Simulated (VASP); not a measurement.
# P in VASP: a series of runs

Aim: see how the results for P move with the level of theory and the settings. Levels: PBE, PBEsol. Tasks: single point.

Program: VASP 6.6.1. These are calculated values, not measurements. Logs are shortened: lines on timing, memory, paths and dates and some standing lists are left out, and cuts for length are marked.

**1. The cell of the first run**

Symmetry: R-3m, No. 166, trigonal system. The conventional cell has a = 3.451 Å, b = 3.451 Å, c = 9.389 Å, α = 90.00°, β = 90.00°, γ = 120.00°. Within 3.0 Å of P (site symmetry 3m) lie 6 P at 2.29 to 2.82 Å.

**2. Single point, PBE**

INCAR

```
SYSTEM = P
PREC     = Accurate       ! precision mode
ENCUT    = 520            ! plane-wave cutoff, eV
EDIFF    = 1E-6           ! SCF threshold, eV
ISMEAR   = -1             ! smearing method
SIGMA    = 0.05           ! smearing width, eV
LREAL    = .False.        ! projectors in reciprocal space
LASPH    = .True.         ! aspherical terms in the spheres
NELM     = 80             ! most SCF steps
ALGO     = Normal         ! electronic algorithm
ISIF     = 2              ! what is computed and relaxed
LWAVE    = .False.        ! write WAVECAR
LCHARG   = .True.         ! write CHGCAR
GGA      = PE             ! functional
LELF     = .True.         ! ELF
LVHAR    = .True.       
NBANDS   = 12             ! bands
```

KPOINTS

```
regular mesh
0
Gamma
  9 9 9
  0 0 0
```

POSCAR

```
P
1.0
    1.7257251780      0.9963478961      3.1296800121
   -1.7257251780      0.9963478961      3.1296800121
    0.0000000000     -1.9926957921      3.1296800121
P
2
Direct
    0.7729197500      0.7729197500      0.7729197500
    0.2270802500      0.2270802500      0.2270802500
```

Potentials or basis: VASP PAW PBE potentials, release 64 (P).

On the command line:

```bash
$ cat potpaw_PBE.64/P/POTCAR > POTCAR
$ mpirun -np 1 vasp_std > vasp.out
```

OUTCAR:

```text
SYSTEM = P
   PREC = Accurate
   ENCUT = 520
   EDIFF = 1E-6
   ISMEAR = -1
   LREAL = .False.
   LASPH = .True.
   NELM = 80
   ISIF = 2
   GGA = PE

 ion  position               nearest neighbor table
   1  0.773  0.773  0.773-   2 2.29   2 2.29   2 2.29   2 2.82   2 2.82   2 2.82
   2  0.227  0.227  0.227-   1 2.29   1 2.29   1 2.29   1 2.82   1 2.82   1 2.82

  LATTYP: Found a trigonal (rhomboedric) cell.
 ALAT       =     3.7102201415
 COS(alpha) =     0.5673129383

  Lattice vectors:

 A1 = (   1.7257251780,   0.9963478961,   3.1296800121)
 A2 = (  -1.7257251780,   0.9963478961,   3.1296800121)
 A3 = (   0.0000000000,  -1.9926957921,   3.1296800121)

Analysis of symmetry for initial positions (statically):
=====================================================================
 Subroutine PRICEL returns:
 Original cell was already a primitive cell.

 Routine SETGRP: Setting up the symmetry group for a
 trigonal (rhombohedral) supercell.

 Subroutine GETGRP returns: Found 12 space group operations
 (whereof 12 operations were pure point group operations)
 out of a pool of 12 trial point group operations.

The static configuration has the point symmetry D_3d.

Analysis of symmetry for dynamics (positions and initial velocities):
=====================================================================
 Subroutine PRICEL returns:
 Original cell was already a primitive cell.

 Routine SETGRP: Setting up the symmetry group for a
 trigonal (rhombohedral) supercell.

 Subroutine GETGRP returns: Found 12 space group operations
 (whereof 12 operations were pure point group operations)
 out of a pool of 12 trial point group operations.

The dynamic configuration has the point symmetry D_3d.

 Subroutine INISYM returns: Found 12 space group operations
 (whereof 12 operations are pure point group operations),
 and found     1 'primitive' translations

----------------------------------------------------------------------------------------

                                     Primitive cell

  volume of cell :      32.2875

  direct lattice vectors                    reciprocal lattice vectors
     1.725725178  0.996347896  3.129680012     0.289733271  0.167277582  0.106507161
    -1.725725178  0.996347896  3.129680012    -0.289733271  0.167277582  0.106507161
     0.000000000 -1.992695792  3.129680012     0.000000000 -0.334555164  0.106507161

  length of vectors
     3.710220141  3.710220141  3.710220141     0.351099605  0.351099605  0.351099605

  position of ions in fractional coordinates (direct lattice)
     0.772919750  0.772919750  0.772919750
     0.227080250  0.227080250  0.227080250

  ion indices of the primitive-cell ions
   primitive index   ion index
                 1           1
                 2           2

----------------------------------------------------------------------------------------

 KPOINTS: regular mesh

Automatic generation of k-mesh.
 Grid dimensions read from file:
 generate k-points for:    9    9    9

 Generating k-lattice:

  Cartesian coordinates                     Fractional coordinates (reciprocal lattice)
     0.032192586  0.018586398  0.011834129     0.111111111  0.000000000  0.000000000
    -0.032192586  0.018586398  0.011834129     0.000000000  0.111111111  0.000000000
     0.000000000 -0.037172796  0.011834129    -0.000000000 -0.000000000  0.111111111

  Length of vectors
     0.039011067  0.039011067  0.039011067

  Shift w.r.t. Gamma in fractional coordinates (k-lattice)
     0.000000000  0.000000000  0.000000000

 Subroutine IBZKPT returns following result:
 ===========================================

 Found     85 irreducible k-points:

 Following reciprocal coordinates:
            Coordinates               Weight
  0.000000  0.000000  0.000000      1.000000
  0.111111 -0.000000  0.000000      6.000000
  0.222222  0.000000  0.000000      6.000000
  0.333333 -0.000000 -0.000000      6.000000
  0.444444  0.000000  0.000000      6.000000
  0.111111  0.111111  0.000000      6.000000
[... 16 lines left out ...]
 -0.333333  0.333333  0.000000      6.000000
  0.444444  0.444444  0.000000      6.000000
 [... further k-points ...]
   k-points           NKPTS =     85   k-points in BZ     NKDIM =     85   number of bands    NBANDS=     12
   number of dos      NEDOS =    301   number of ions     NIONS =      2
   total plane-waves  NPLWV =  21952
   dimension x,y,z NGX =    28 NGY =   28 NGZ =   28
   dimension x,y,z NGXF=    56 NGYF=   56 NGZF=   56
   ions per type =               2
   NGX,Y,Z   is equivalent  to a cutoff of  12.55, 12.55, 12.55 a.u.
   NGXF,Y,Z  is equivalent  to a cutoff of  25.09, 25.09, 25.09 a.u.
 SYSTEM =  P
   PREC   = accura    normal or accurate (medium, high low for compatibility)
   ISTART =      0    job   : 0-new  1-cont  2-samecut
   ICHARG =      2    charge: 1-file 2-atom 10-const
   ISPIN  =      1    spin polarized calculation?
   LNONCOLLINEAR =      F non collinear calculations
   LSORBIT =      F    spin-orbit coupling
   LASPH  =      T    aspherical Exc in radial PAW
   ENCUT  =  520.0 eV  38.22 Ry    6.18 a.u.   6.90  6.90  6.90*2*pi/ulx,y,z
   NELM   =     80;   NELMIN=  2; NELMDL= -5     # of ELM steps
   EDIFF  = 0.1E-05   stopping-criterion for ELM
   LREAL  =      F    real-space projection
   EDIFFG = 0.1E-04   stopping-criterion for IOM
   NSW    =      0    number of steps for IOM
   IBRION =     -1    ionic relax: 0-MD 1-quasi-New 2-CG
   NFREE  =      0    steps in history (QN), initial steepest desc. (CG)
   ISIF   =      2    stress and relaxation
   ISYM   =      2    0-nonsym 1-usesym 2-fastsym
   POTIM  = 0.5000    time-step for ionic-motion
   TEBEG  =    0.0;   TEEND  =   0.0 temperature during run
   PSTRESS=    0.0 pullay stress
   NELECT =      10.0000    total number of electrons
   NUPDOWN=      -1.0000    fix difference up-down
   EMIN   =  10.00;   EMAX   =-10.00  energy-range for DOS
   EFERMI =   0.00;   METHOD = LEGACY
   ISMEAR =    -1;   SIGMA  =   0.05  broadening in eV -4-tet -1-fermi 0-gaus
   EFERMI_NEDOS =   21; number of points for ismear=-14 and -15
   IALGO  =     38    algorithm
   IMIX   =      4    mixing-type and parameters
     AMIX     =   0.40;   BMIX     =  1.00
     AMIX_MAG =   1.60;   BMIX_MAG =  1.00
  volume/ion in A,a.u.               =      16.14       108.94
  Fermi-wavevector in a.u.,A,eV,Ry     =   1.107636  2.093128 16.692396  1.226857
  Thomas-Fermi vector in A             =   2.244152
   LORBIT       =      0    0 simple, 1 ext, 2 COOP (PROOUT), +10 PAW based schemes
   GGA     = PE    functional components
   LHFCALC =     F    Hartree Fock is set to
   AEXX    =    0.0000 exact exchange contribution
   IVDW    =     0    specifies the selected vdW correction
   LEPSILON=     F    determine dielectric tensor
   LRPA    =     F    only Hartree local field effects (RPA)
 non-spin polarized calculation
  energy-cutoff  :      520.00
  volume of cell :       32.29
 maximum number of plane-waves:       886
   NGX = 13   NGY = 13   NGZ = 13

 number of electron      10.0000000 magnetization

 Free energy of the ion-electron system (eV)
  ---------------------------------------------------
  ext. energy  EPLUGINS =         0.00000000
  ---------------------------------------------------
  free energy    TOTEN  =       -10.65458103 eV

  energy without entropy =      -10.65205842  energy(sigma->0) =      -10.65331972

 E-fermi :   9.0438     XC(G=0): -10.7524

 val. band max:        8.9151505695   @ k =   0.4444   0.4444   0.4444
 cond. band min:       9.0537529590   @ k =   0.3333   0.3333   0.3333
 fundamental gap:      0.1386023894
 Fermi energy:         9.0438194425

 k-point     1 :       0.0000    0.0000    0.0000
  band No.  band energies     occupation
      1      -7.5539      2.00000
      2       5.3463      2.00000
      3       5.8203      2.00000
      4       6.0663      2.00000
      5       6.0663      2.00000
      6      10.3105      0.00000
      7      11.6109      0.00000
      8      11.6109      0.00000
      9      14.7807      0.00000
     10      14.7807      0.00000
     11      16.1106      0.00000
     12      16.1162      0.00000

 k-point     2 :       0.1111   -0.0000    0.0000
  band No.  band energies     occupation
      1      -7.3540      2.00000
      2       3.8185      2.00000
      3       5.7311      2.00000
      4       5.9123      2.00000
      5       6.8289      2.00000
      6      10.7468      0.00000
      7      11.5450      0.00000
      8      11.6192      0.00000
      9      13.7050      0.00000
     10      14.1910      0.00000
     11      14.9338      0.00000
     12      17.6695      0.00000

 k-point     3 :       0.2222    0.0000    0.0000
  band No.  band energies     occupation
      1      -6.7587      2.00000
      2       1.6305      2.00000
      3       5.5281      2.00000
      4       5.5868      2.00000
      5       7.5058      2.00000
      6      10.4061      0.00000
      7      10.8549      0.00000
      8      11.0188      0.00000
      9      14.2072      0.00000
     10      14.7648      0.00000
     11      14.9247      0.00000
     12      20.1729      0.00000
[... 286 lines left out ...]
 k-point    23 :      -0.3333    0.3333    0.0000
  band No.  band energies     occupation
      1      -2.9961      2.00000
      2      -2.6061      2.00000
      3       1.3154      2.00000
      4       4.7128      2.00000
      5       5.1606      2.00000
      6      11.3689      0.00000
      7      12.1958      0.00000
      8      14.6448      0.00000
      9      15.3346      0.00000
     10      16.3120      0.00000
     11      18.6879      0.00000
     12      21.8192      0.00000

 k-point    24 :       0.4444    0.4444    0.0000
  band No.  band energies     occupation
      1      -4.1475      2.00000
      2      -0.7775      2.00000
      3       2.2413      2.00000
      4       3.6029      2.00000
      5       3.7062      2.00000
      6       9.1111      0.41323
      7      14.9726      0.00000
      8      16.2896      0.00000
      9      16.8328      0.00000
     10      17.8143      0.00000
     11      21.6392      0.00000
     12      21.7310      0.00000

 [... further k-points ...]
[... 5 lines left out ...]
  --------------------------------------------------------------------------------------
  -------------------------------------------------------------------------------------
  Total        0.3831825      0.3831825      0.1343296      0.0000000      0.0000000     -0.0000000
  in kB       19.0143907     19.0143907      6.6657422      0.0000000      0.0000000     -0.0000000
  external PRESSURE =      14.8981746 kB  Pullay stress =       0.0000000 kB

 VOLUME and BASIS-vectors are now :
 -----------------------------------------------------------------------------
  energy-cutoff  :      520.00
  volume of cell :       32.29
      direct lattice vectors                 reciprocal lattice vectors
     1.725725178  0.996347896  3.129680012     0.289733271  0.167277582  0.106507161
    -1.725725178  0.996347896  3.129680012    -0.289733271  0.167277582  0.106507161
     0.000000000 -1.992695792  3.129680012     0.000000000 -0.334555164  0.106507161

 POSITION                                       TOTAL-FORCE (eV/Angst)
 -----------------------------------------------------------------------------------
      0.00000      0.00000      7.25697         0.000000     -0.000000     -0.191631
      0.00000      0.00000      2.13207         0.000000      0.000000      0.191631
 -----------------------------------------------------------------------------------
    total drift:                                0.000000     -0.000000     -0.000000

  FREE ENERGIE OF THE ION-ELECTRON SYSTEM (eV)
  ---------------------------------------------------
  free  energy   TOTEN  =       -10.6545810273 eV

  energy  without entropy=      -10.6520584177  energy(sigma->0) =      -10.65331972
```

Run time: 13 s. Hardware: 1 thread of Intel Xeon 6975P-C (Granite Rapids), shared host; peak memory 0.16 GiB.

Results:

* Free energy: -10.6546 eV
* Pressure: 1.5 GPa
* Largest force: 0.192 eV/Å
* Band gap on the k mesh: zero (band 5 reaches 9.56 eV, above the bottom of band 6 at 8.83 eV)

Forces on the atoms (eV/Å):
```
P    0.000  0.000 -0.192
P    0.000  0.000  0.192
```

Stress tensor (GPa, compression positive):
```
1.90 0.00 0.00
0.00 1.90 0.00
0.00 0.00 0.67
```

(Continued in part 2 of 2.)
